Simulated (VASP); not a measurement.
Input of a VASP 6.6.1 run:

Contents of INCAR:

```
  PREC = Accurate
  ENCUT = 520
  EDIFF = 1E-7
  ISMEAR = 1
  SIGMA = 0.1
  LREAL = F
  LASPH = T
  NELM = 60
  ALGO = Normal
  ISIF = 2
  LWAVE = F
  LCHARG = T
  GGA = PS
  IVDW = 12
  LELF = T
  LVHAR = T
  NBANDS = 10
```

Contents of KPOINTS:

```
Automatic mesh
0
Gamma
  13 13 7
```

POSCAR

```
Al
1.0
    2.8109231393      0.0000002885      0.0000000000
   -1.4054618195      2.4343307025      0.0000000000
    0.0000000000      0.0000000000      4.5714346220
Al
2
Direct
    0.6666666667      0.3333333333      0.7500000000
    0.3333333333      0.6666666667      0.2500000000
```

Potentials or basis: VASP PAW PBE potentials, release 64 (Al).

Launch:

```console
$ cat potpaw_PBE.64/Al/POTCAR > POTCAR
$ mpirun -np 1 vasp_std > vasp.out
```

(1) Estimate the dispersion energy per atom.

(2) Estimate the band gap on the k mesh.

(3) What does it give for the pressure?

## Answers

(1) -0.335 eV.

(2) zero (band 3 reaches 11.92 eV, above the bottom of band 4 at 5.63 eV).

(3) 0.1 GPa.

Caveat: the PAW data sets were made with another functional, which shifts forces and pressure a little; pairwise dispersion overbinds metals, which lowers pressure and volume.
